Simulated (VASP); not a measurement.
# W in VASP: further runs

Runs on W. Level: PBE. Tasks: single point.

Everything below comes from runs of VASP 6.6.1. Logs are shortened: lines on timing, memory, paths and dates and some standing lists are left out, and cuts for length are marked.

### Step 1. The cell of the first run

It takes space group Im-3m (No. 229, cubic). Conventional cell: a = 3.184 Å, b = 3.184 Å, c = 3.184 Å, α = 90.00°, β = 90.00°, γ = 90.00°. W (site symmetry m-3m) has 14 W at 2.76 to 3.18 Å within 3.6 Å.

### Step 2. Single point, PBE

INCAR

```
SYSTEM = W
PREC = Accurate ; ENCUT = 500
EDIFF = 1E-6 ; ISMEAR = 0
SIGMA = 0.15 ; LREAL = .FALSE.
LASPH = .TRUE. ; NELM = 120
ALGO = Normal ; ISIF = 2
LWAVE = .FALSE. ; LCHARG = .TRUE.
GGA = PE ; LELF = .TRUE.
LVHAR = .TRUE. ; NBANDS = 13
GGA_COMPAT = .FALSE.
```

KPOINTS

```
Automatic mesh
0
G
  30 30 30
  0 0 0
```

POSCAR

```
W
1.0
   -1.5917793224      1.5917793224      1.5917793224
    1.5917793224     -1.5917793224      1.5917793224
    1.5917793224      1.5917793224     -1.5917793224
W
1
Direct
    0.0000000000      0.0000000000      0.0000000000
```

Potentials or basis: VASP PAW PBE potentials, release 64 (W_sv).

Command:

```
cat potpaw_PBE.64/W_sv/POTCAR > POTCAR
mpirun -np 1 vasp_std > vasp.out
```

OUTCAR:

```text
SYSTEM = W
   PREC = Accurate
   ENCUT = 500
   EDIFF = 1E-6
   ISMEAR = 0
   LREAL = .FALSE.
   LASPH = .TRUE.
   NELM = 120
   ISIF = 2
   GGA = PE

 ion  position               nearest neighbor table
   1  0.000  0.000  0.000-

  LATTYP: Found a body centered cubic cell.
 ALAT       =     3.1835586448

  Lattice vectors:

 A1 = (  -1.5917793224,   1.5917793224,   1.5917793224)
 A2 = (   1.5917793224,  -1.5917793224,   1.5917793224)
 A3 = (   1.5917793224,   1.5917793224,  -1.5917793224)

Analysis of symmetry for initial positions (statically):
=====================================================================
 Subroutine PRICEL returns:
 Original cell was already a primitive cell.

 Routine SETGRP: Setting up the symmetry group for a
 body centered cubic supercell.

 Subroutine GETGRP returns: Found 48 space group operations
 (whereof 48 operations were pure point group operations)
 out of a pool of 48 trial point group operations.

The static configuration has the point symmetry O_h .

Analysis of symmetry for dynamics (positions and initial velocities):
=====================================================================
 Subroutine PRICEL returns:
 Original cell was already a primitive cell.

 Routine SETGRP: Setting up the symmetry group for a
 body centered cubic supercell.

 Subroutine GETGRP returns: Found 48 space group operations
 (whereof 48 operations were pure point group operations)
 out of a pool of 48 trial point group operations.

The dynamic configuration has the point symmetry O_h .

 Subroutine INISYM returns: Found 48 space group operations
 (whereof 48 operations are pure point group operations),
 and found     1 'primitive' translations

----------------------------------------------------------------------------------------

                                     Primitive cell

  volume of cell :      16.1328

  direct lattice vectors                    reciprocal lattice vectors
    -1.591779322  1.591779322  1.591779322     0.000000000  0.314113893  0.314113893
     1.591779322 -1.591779322  1.591779322     0.314113893  0.000000000  0.314113893
     1.591779322  1.591779322 -1.591779322     0.314113893  0.314113893  0.000000000

  length of vectors
     2.757042661  2.757042661  2.757042661     0.444224128  0.444224128  0.444224128

  position of ions in fractional coordinates (direct lattice)
     0.000000000  0.000000000  0.000000000

  ion indices of the primitive-cell ions
   primitive index   ion index
                 1           1

----------------------------------------------------------------------------------------

 KPOINTS: Automatic mesh

Automatic generation of k-mesh.
 Grid dimensions read from file:
 generate k-points for:   30   30   30

 Generating k-lattice:

  Cartesian coordinates                     Fractional coordinates (reciprocal lattice)
     0.000000000  0.010470463  0.010470463     0.033333333  0.000000000  0.000000000
     0.010470463  0.000000000  0.010470463     0.000000000  0.033333333  0.000000000
     0.010470463  0.010470463  0.000000000     0.000000000  0.000000000  0.033333333

  Length of vectors
     0.014807471  0.014807471  0.014807471

  Shift w.r.t. Gamma in fractional coordinates (k-lattice)
     0.000000000  0.000000000  0.000000000

 Subroutine IBZKPT returns following result:
 ===========================================

 Found    752 irreducible k-points:

 Following reciprocal coordinates:
            Coordinates               Weight
  0.000000  0.000000  0.000000      1.000000
  0.033333  0.000000  0.000000     12.000000
  0.066667  0.000000  0.000000     12.000000
  0.100000  0.000000  0.000000     12.000000
  0.133333  0.000000  0.000000     12.000000
  0.166667  0.000000  0.000000     12.000000
[... 16 lines left out ...]
  0.233333  0.033333  0.000000     48.000000
  0.266667  0.033333  0.000000     48.000000
 [... further k-points ...]
   k-points           NKPTS =    752   k-points in BZ     NKDIM =    752   number of bands    NBANDS=     13
   number of dos      NEDOS =    301   number of ions     NIONS =      1
   total plane-waves  NPLWV =   8000
   dimension x,y,z NGX =    20 NGY =   20 NGZ =   20
   dimension x,y,z NGXF=    40 NGYF=   40 NGZF=   40
   ions per type =               1
   NGX,Y,Z   is equivalent  to a cutoff of  12.06, 12.06, 12.06 a.u.
   NGXF,Y,Z  is equivalent  to a cutoff of  24.12, 24.12, 24.12 a.u.
 SYSTEM =  W
   PREC   = accura    normal or accurate (medium, high low for compatibility)
   ISTART =      0    job   : 0-new  1-cont  2-samecut
   ICHARG =      2    charge: 1-file 2-atom 10-const
   ISPIN  =      1    spin polarized calculation?
   LNONCOLLINEAR =      F non collinear calculations
   LSORBIT =      F    spin-orbit coupling
   LASPH  =      T    aspherical Exc in radial PAW
   ENCUT  =  500.0 eV  36.75 Ry    6.06 a.u.   5.03  5.03  5.03*2*pi/ulx,y,z
   NELM   =    120;   NELMIN=  2; NELMDL= -5     # of ELM steps
   EDIFF  = 0.1E-05   stopping-criterion for ELM
   LREAL  =      F    real-space projection
   EDIFFG = 0.1E-04   stopping-criterion for IOM
   NSW    =      0    number of steps for IOM
   IBRION =     -1    ionic relax: 0-MD 1-quasi-New 2-CG
   NFREE  =      0    steps in history (QN), initial steepest desc. (CG)
   ISIF   =      2    stress and relaxation
   ISYM   =      2    0-nonsym 1-usesym 2-fastsym
   POTIM  = 0.5000    time-step for ionic-motion
   TEBEG  =    0.0;   TEEND  =   0.0 temperature during run
   PSTRESS=    0.0 pullay stress
   NELECT =      14.0000    total number of electrons
   NUPDOWN=      -1.0000    fix difference up-down
   EMIN   =  10.00;   EMAX   =-10.00  energy-range for DOS
   EFERMI =   0.00;   METHOD = LEGACY
   ISMEAR =     0;   SIGMA  =   0.15  broadening in eV -4-tet -1-fermi 0-gaus
   EFERMI_NEDOS =   21; number of points for ismear=-14 and -15
   IALGO  =     38    algorithm
   IMIX   =      4    mixing-type and parameters
     AMIX     =   0.40;   BMIX     =  1.00
     AMIX_MAG =   1.60;   BMIX_MAG =  1.00
  volume/ion in A,a.u.               =      16.13       108.87
  Fermi-wavevector in a.u.,A,eV,Ry     =   1.561522  2.950848 33.175760  2.438350
  Thomas-Fermi vector in A             =   2.664575
   LORBIT       =      0    0 simple, 1 ext, 2 COOP (PROOUT), +10 PAW based schemes
   GGA     = PE    functional components
   LHFCALC =     F    Hartree Fock is set to
   AEXX    =    0.0000 exact exchange contribution
   IVDW    =     0    specifies the selected vdW correction
   LEPSILON=     F    determine dielectric tensor
   LRPA    =     F    only Hartree local field effects (RPA)
 non-spin polarized calculation
 Gauss-broadening in eV      SIGMA  =   0.15
  energy-cutoff  :      500.00
  volume of cell :       16.13
 maximum number of plane-waves:       420
   NGX =  9   NGY =  9   NGZ =  9

 number of electron      14.0000000 magnetization

 Free energy of the ion-electron system (eV)
  ---------------------------------------------------
  ext. energy  EPLUGINS =         0.00000000
  ---------------------------------------------------
  free energy    TOTEN  =       -12.95793829 eV

  energy without entropy =      -12.95359565  energy(sigma->0) =      -12.95576697

 E-fermi :  11.1967     XC(G=0): -13.5417

 val. band max:       11.1855181565   @ k =  -0.3333   0.3667   0.2667
 cond. band min:      11.2019159875   @ k =   0.4333   0.0000   0.0000
 fundamental gap:      0.0163978310
 Fermi energy:        11.1966984544

 k-point     1 :       0.0000    0.0000    0.0000
  band No.  band energies     occupation
      1     -63.0172      2.00000
      2     -26.6043      2.00000
      3     -26.6043      2.00000
      4     -26.6043      2.00000
      5       1.6511      2.00000
      6       9.9906      2.00000
      7       9.9906      2.00000
      8       9.9906      2.00000
      9      13.4103      0.00000
     10      13.4103      0.00000
     11      25.6677      0.00000
     12      25.6677      0.00000
     13      25.6677      0.00000

 k-point     2 :       0.0333    0.0000    0.0000
  band No.  band energies     occupation
      1     -63.0159      2.00000
      2     -26.6187      2.00000
      3     -26.6088      2.00000
      4     -26.6043      2.00000
      5       1.7043      2.00000
      6       9.9580      2.00000
      7       9.9840      2.00000
      8      10.0413      2.00000
      9      13.3559      0.00000
     10      13.4105      0.00000
     11      25.7139      0.00000
     12      25.7581      0.00000
     13      25.7998      0.00000

 k-point     3 :       0.0667    0.0000    0.0000
  band No.  band energies     occupation
      1     -63.0120      2.00000
      2     -26.6609      2.00000
      3     -26.6220      2.00000
      4     -26.6045      2.00000
      5       1.8616      2.00000
      6       9.8632      2.00000
      7       9.9606      2.00000
      8      10.1933      2.00000
      9      13.2107      0.00000
     10      13.4119      0.00000
     11      25.8451      0.00000
     12      26.0262      0.00000
     13      26.1744      0.00000
[... 305 lines left out ...]
 k-point    23 :       0.2333    0.0333    0.0000
  band No.  band energies     occupation
      1     -62.9548      2.00000
      2     -27.2388      2.00000
      3     -26.8061      2.00000
      4     -26.6128      2.00000
      5       4.0690      2.00000
      6       8.7101      2.00000
      7       9.3297      2.00000
      8      12.6916      0.00000
      9      12.7984      0.00000
     10      13.6455      0.00000
     11      25.8929      0.00000
     12      27.4926      0.00000
     13      30.0149      0.00000

 k-point    24 :       0.2667    0.0333    0.0000
  band No.  band energies     occupation
      1     -62.9420      2.00000
      2     -27.3620      2.00000
      3     -26.8480      2.00000
      4     -26.6135      2.00000
      5       4.4779      2.00000
      6       8.4853      2.00000
      7       9.3414      2.00000
      8      12.8647      0.00000
      9      13.4577      0.00000
     10      13.7336      0.00000
     11      25.3294      0.00000
     12      26.6554      0.00000
     13      31.0565      0.00000

 [... further k-points ...]

------------------------ aborting loop because EDIFF is reached ----------------------------------------

  FORCE on cell =-STRESS in cart. coord.  units (eV):
  Direction    XX          YY          ZZ          XY          YZ          ZX
  --------------------------------------------------------------------------------------
  -------------------------------------------------------------------------------------
  Total        0.0502019      0.0502019      0.0502019      0.0000000      0.0000000      0.0000000
  in kB        4.9856510      4.9856510      4.9856510      0.0000000      0.0000000      0.0000000
  external PRESSURE =       4.9856510 kB  Pullay stress =       0.0000000 kB

 VOLUME and BASIS-vectors are now :
 -----------------------------------------------------------------------------
  energy-cutoff  :      500.00
  volume of cell :       16.13
      direct lattice vectors                 reciprocal lattice vectors
    -1.591779322  1.591779322  1.591779322     0.000000000  0.314113893  0.314113893
     1.591779322 -1.591779322  1.591779322     0.314113893  0.000000000  0.314113893
     1.591779322  1.591779322 -1.591779322     0.314113893  0.314113893  0.000000000

 POSITION                                       TOTAL-FORCE (eV/Angst)
 -----------------------------------------------------------------------------------
      0.00000      0.00000      0.00000        -0.000000      0.000000      0.000000
 -----------------------------------------------------------------------------------
    total drift:                                0.000000     -0.000000      0.000000

  FREE ENERGIE OF THE ION-ELECTRON SYSTEM (eV)
  ---------------------------------------------------
  free  energy   TOTEN  =       -12.9579382881 eV

  energy  without entropy=      -12.9535956455  energy(sigma->0) =      -12.95576697
```

Run time: 37 s. Hardware: 1 thread of Intel Xeon 6975P-C (Granite Rapids), shared host; peak memory 0.24 GiB.

Results:

| Quantity | Value |
| --- | --- |
| Free energy | -12.9579 eV |
| Pressure | 0.5 GPa |
| Band gap on the k mesh | zero (bands 7 and 8 overlap by 6.24 eV) |

Caveat: spin-orbit coupling is left out, which moves the levels of the heavy elements.

### Step 3. Single point, PBE

This run uses another cell than the first one: it holds 8 atoms, not 1.

INCAR

```
SYSTEM = W
ALGO     = Normal         ! electronic algorithm
EDIFF    = 1E-6           ! SCF threshold, eV
ENCUT    = 500            ! plane-wave cutoff, eV
GGA      = PE             ! functional
GGA_COMPAT= .FALSE.      
ISIF     = 2              ! what is computed and relaxed
ISMEAR   = 0              ! smearing method
LASPH    = .TRUE.         ! aspherical terms in the spheres
LCHARG   = .FALSE.        ! write CHGCAR
LREAL    = .FALSE.        ! projectors in reciprocal space
LWAVE    = .FALSE.        ! write WAVECAR
NBANDS   = 66             ! bands
NELM     = 120            ! most SCF steps
PREC     = Accurate       ! precision mode
SIGMA    = 0.15           ! smearing width, eV
```

KPOINTS

```
k-points
0
G
  14 14 14
  0 0 0
```

POSCAR

```
W
1.0
    3.1835586448      3.1835586448     -3.1835586448
   -3.1835586448     -3.1835586448     -3.1835586448
   -3.1835586448      3.1835586448      3.1835586448
W
8
Direct
    0.0000000000      0.5000000000      0.0000000000
    0.5000000000      0.5000000000      0.0000000000
    0.0000000000      0.5000000000      0.5000000000
    0.5000000000      0.5000000000      0.5000000000
    0.0000000000      0.0000000000      0.0000000000
    0.5000000000      0.0000000000      0.0000000000
    0.0000000000      0.0000000000      0.5000000000
    0.5000000000      0.0000000000      0.5000000000
```

Potentials or basis: VASP PAW PBE potentials, release 64 (W_sv).

Command:

```
cat potpaw_PBE.64/W_sv/POTCAR > POTCAR
mpirun -np 1 vasp_std > vasp.out
```

OUTCAR:

```text
SYSTEM = W
   EDIFF = 1E-6
   ENCUT = 500
   GGA = PE
   ISIF = 2
   ISMEAR = 0
   LASPH = .TRUE.
   LREAL = .FALSE.
   NELM = 120
   PREC = Accurate

 ion  position               nearest neighbor table
   1  0.000  0.500  0.000-   2 2.76   3 2.76   5 2.76   8 2.76   3 2.76   5 2.76   2 2.76   8 2.76
                             7 3.18   7 3.18   4 3.18   4 3.18   6 3.18   6 3.18
   2  0.500  0.500  0.000-   1 2.76   4 2.76   6 2.76   7 2.76   4 2.76   6 2.76   1 2.76   7 2.76
                             5 3.18   8 3.18   8 3.18   3 3.18   5 3.18   3 3.18
   3  0.000  0.500  0.500-   1 2.76   4 2.76   6 2.76   7 2.76   1 2.76   7 2.76   4 2.76   6 2.76
                             5 3.18   5 3.18   8 3.18   2 3.18   8 3.18   2 3.18
   4  0.500  0.500  0.500-   2 2.76   3 2.76   5 2.76   8 2.76   2 2.76   8 2.76   3 2.76   5 2.76
                             7 3.18   6 3.18   1 3.18   1 3.18   7 3.18   6 3.18
   5  0.000  0.000  0.000-   1 2.76   4 2.76   6 2.76   7 2.76   7 2.76   1 2.76   6 2.76   4 2.76
                             2 3.18   3 3.18   8 3.18   8 3.18   2 3.18   3 3.18
   6  0.500  0.000  0.000-   2 2.76   3 2.76   5 2.76   8 2.76   8 2.76   2 2.76   5 2.76   3 2.76
                             7 3.18   4 3.18   4 3.18   7 3.18   1 3.18   1 3.18
   7  0.000  0.000  0.500-   2 2.76   3 2.76   5 2.76   8 2.76   5 2.76   3 2.76   8 2.76   2 2.76
                             6 3.18   1 3.18   4 3.18   6 3.18   4 3.18   1 3.18
   8  0.500  0.000  0.500-   1 2.76   4 2.76   6 2.76   7 2.76   6 2.76   4 2.76   7 2.76   1 2.76
                             3 3.18   2 3.18   2 3.18   5 3.18   3 3.18   5 3.18
[... 6 lines left out ...]
 A1 = (   3.1835586448,   3.1835586448,  -3.1835586448)
 A2 = (  -3.1835586448,  -3.1835586448,  -3.1835586448)
 A3 = (  -3.1835586448,   3.1835586448,   3.1835586448)

Analysis of symmetry for initial positions (statically):
=====================================================================
 Subroutine PRICEL returns following result:

  LATTYP: Found a body centered cubic cell.
 ALAT       =     3.1835586448

  Lattice vectors:

 A1 = (   1.5917793224,   1.5917793224,  -1.5917793224)
 A2 = (  -1.5917793224,  -1.5917793224,  -1.5917793224)
 A3 = (  -1.5917793224,   1.5917793224,   1.5917793224)

   8 primitive cells build up your supercell.

 Routine SETGRP: Setting up the symmetry group for a
[... 159 lines left out ...]
 non-spin polarized calculation
 Gauss-broadening in eV      SIGMA  =   0.15
  energy-cutoff  :      500.00
  volume of cell :      129.06
 maximum number of plane-waves:      3319
   NGX = 21   NGY = 21   NGZ = 21

 number of electron     112.0000003 magnetization

 Free energy of the ion-electron system (eV)
  ---------------------------------------------------
  ext. energy  EPLUGINS =         0.00000000
  ---------------------------------------------------
  free energy    TOTEN  =      -103.65510366 eV

  energy without entropy =     -103.61108731  energy(sigma->0) =     -103.63309549

 E-fermi :  11.2221     XC(G=0): -13.5417

 val. band max:       11.2098657342   @ k =   0.2857   0.0714   0.0000
 cond. band min:      11.2250910476   @ k =  -0.4286   0.5000   0.3571
 fundamental gap:      0.0152253134
 Fermi energy:        11.2221306723

 k-point     1 :       0.0000    0.0000    0.0000
  band No.  band energies     occupation
      1     -63.0165      2.00000
      2     -62.8926      2.00000
      3     -62.8926      2.00000
      4     -62.8926      2.00000
      5     -62.8926      2.00000
      6     -62.8926      2.00000
[... 1645 lines left out ...]
     65      13.8053      0.00000
     66      13.8408      0.00000

 [... further k-points ...]

------------------------ aborting loop because EDIFF is reached ----------------------------------------

  FORCE on cell =-STRESS in cart. coord.  units (eV):
  Direction    XX          YY          ZZ          XY          YZ          ZX
  --------------------------------------------------------------------------------------
  -------------------------------------------------------------------------------------
  Total        0.4154566      0.4154566      0.4154566     -0.0000000     -0.0000000     -0.0000000
  in kB        5.1574813      5.1574813      5.1574813     -0.0000000     -0.0000000     -0.0000000
  external PRESSURE =       5.1574813 kB  Pullay stress =       0.0000000 kB

 VOLUME and BASIS-vectors are now :
 -----------------------------------------------------------------------------
  energy-cutoff  :      500.00
  volume of cell :      129.06
      direct lattice vectors                 reciprocal lattice vectors
     3.183558645  3.183558645 -3.183558645     0.000000000  0.157056947 -0.157056947
    -3.183558645 -3.183558645 -3.183558645    -0.157056947  0.000000000 -0.157056947
    -3.183558645  3.183558645  3.183558645    -0.157056947  0.157056947  0.000000000

 POSITION                                       TOTAL-FORCE (eV/Angst)
 -----------------------------------------------------------------------------------
     -1.59178     -1.59178     -1.59178        -0.000000      0.000000      0.000000
      0.00000      0.00000     -3.18356        -0.000000     -0.000000     -0.000000
     -3.18356      0.00000      0.00000         0.000000      0.000000      0.000000
     -1.59178      1.59178     -1.59178        -0.000000      0.000000      0.000000
      0.00000      0.00000      0.00000        -0.000000     -0.000000     -0.000000
      1.59178      1.59178     -1.59178         0.000000     -0.000000      0.000000
     -1.59178      1.59178      1.59178         0.000000      0.000000     -0.000000
      0.00000      3.18356      0.00000         0.000000     -0.000000     -0.000000
 -----------------------------------------------------------------------------------
    total drift:                               -0.000000     -0.000000     -0.000000

  FREE ENERGIE OF THE ION-ELECTRON SYSTEM (eV)
  ---------------------------------------------------
  free  energy   TOTEN  =      -103.6551036592 eV

  energy  without entropy=     -103.6110873131  energy(sigma->0) =     -103.63309549
```

It took 6.6 min on 1 thread of Intel Xeon 6975P-C (Granite Rapids), shared host; peak memory 0.62 GiB.

Results:

| Quantity | Value |
| --- | --- |
| Free energy | -103.6551 eV |
| Pressure | 0.5 GPa |
| Band gap on the k mesh | zero (bands 56 and 57 overlap by 1.14 eV) |

Caveat: spin-orbit coupling is left out, which moves the levels of the heavy elements.

(Part 1 of 2 ends here.)
